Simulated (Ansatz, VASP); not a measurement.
One calculation of TiSi2, two programs

The input INCAR:

```
SYSTEM = TiSi2
PREC = Accurate
ENCUT = 600
EDIFF = 1E-6
ISMEAR = -1
SIGMA = 0.05
LREAL = .FALSE.
LASPH = .TRUE.
NELM = 80
ALGO = Normal
ISIF = 3
LWAVE = .FALSE.
LCHARG = .FALSE.
GGA = RP
IBRION = 2
NSW = 60
EDIFFG = -0.01
```

KPOINTS

```
regular mesh
0
G
  12 12 12
  0 0 0
```

Contents of POSCAR:

```
TiSi2
1.0
   -1.4728720000      1.7121300000      4.2120830000
    1.4728720000     -1.7121300000      4.2120830000
    1.4728720000      1.7121300000     -4.2120830000
Ti Si
1 2
Direct
    0.0000000000      0.0000000000      0.0000000000
    0.6700780000      0.6700780000      0.0000000000
    0.3299220000      0.3299220000      0.0000000000
```

File input.yaml:

```yaml
crystal:
  lattice:
    - [-1.472872, 1.71213, 4.212083]
    - [1.472872, -1.71213, 4.212083]
    - [1.472872, 1.71213, -4.212083]
  atoms:
    - { symbol: Ti, position: [0.0, 0.0, 0.0] }
    - { symbol: Si, position: [0.670078, 0.670078, 0.0] }
    - { symbol: Si, position: [0.329922, 0.329922, 0.0] }
hamiltonian:
  xc: rpbe
  pseudopotentials: { kind: paw }
kpoints:
  mp_grid: { grid: [12, 12, 12] }
scf:
  occupations: { method: fermi_dirac, width: 0.05 }
output:
  forces: true
  stress: true
  eigenvalues: true
  write_density: true
  write_potential: true
  elf: true
  volumetric_format: npy
relax:
  f_tol: 0.01
  max_steps: 40
  cell: { stress_tol: 0.05 }
```

Alike in both runs: task relaxation of cell and atoms; functional RPBE; k mesh 12 × 12 × 12; occupations fermi-dirac, width 0.05 eV; no spin polarisation.

```csv
,VASP,Ansatz
version,VASP 6.6.1,Ansatz 0.2.0
potentials or method,"VASP PAW PBE potentials, release 64 (Ti_sv, Si)",Ansatz PAW
plane-wave cutoff (eV),600,420
valence electrons in the cell,20,20
```

VASP gave:

```
gap on the k mesh at the Fermi level, each at its own relaxed structure (eV) : none
relaxed volume (Å³/atom)                                                     : 14.41
relaxed length of the cell vector where the two differ most in proportion (Å)              : 4.798
```

Q: What did Ansatz give for the same quantities?

A: gap on the k mesh at the Fermi level, each at its own relaxed structure (eV): none; relaxed volume (Å³/atom): 14.45; relaxed length of the cell vector where the two differ most in proportion (Å): 4.802.

VASP's potentials were made for PBE, not for RPBE. A gap of «none» marks a metal or a gap that the smearing closes.

Noted on Ansatz's run: the plane-wave basis is chosen anew once the cell has moved, so the energies of steps on either side of that aren't comparable.
